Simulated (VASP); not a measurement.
Here is a VASP 6.6.1 calculation.

Contents of INCAR:

```
SYSTEM = Hf2SnTe2
  PREC = Accurate
  ENCUT = 520
  EDIFF = 1E-6
  ISMEAR = 0
  SIGMA = 0.1
  LREAL = .FALSE.
  LASPH = .TRUE.
  NELM = 80
  ALGO = Fast
  ISIF = 2
  LWAVE = .FALSE.
  LCHARG = .FALSE.
  GGA = PE
  NBANDS = 31
```

File KPOINTS:

```
regular mesh
0
G
  10 10 10
  0 0 0
```

The input POSCAR:

```
Hf2SnTe2
1.0
   -2.5748901122      2.5748901122      5.2570860818
    2.5748901122     -2.5748901122      5.2570860818
    2.5748901122      2.5748901122     -5.2570860818
Hf Sn Te
2 1 2
Direct
    0.7500000000      0.2500000000      0.5000000000
    0.2500000000      0.7500000000      0.5000000000
    0.0000000000      0.0000000000      0.0000000000
    0.3550587380      0.3550587380      0.0000000000
    0.6449412620      0.6449412620      0.0000000000
```

Potentials or basis: VASP PAW PBE potentials, release 64 (Hf_pv, Sn_d, Te).

The run is started by

```console
$ cat potpaw_PBE.64/Hf_pv/POTCAR potpaw_PBE.64/Sn_d/POTCAR potpaw_PBE.64/Te/POTCAR > POTCAR
$ mpirun -np 1 vasp_std > vasp.out
```

(1) What does it give for the pressure?

(2) Estimate the largest force.

## Answers

(1) -0.2 GPa.

(2) 0.019 eV/Å.
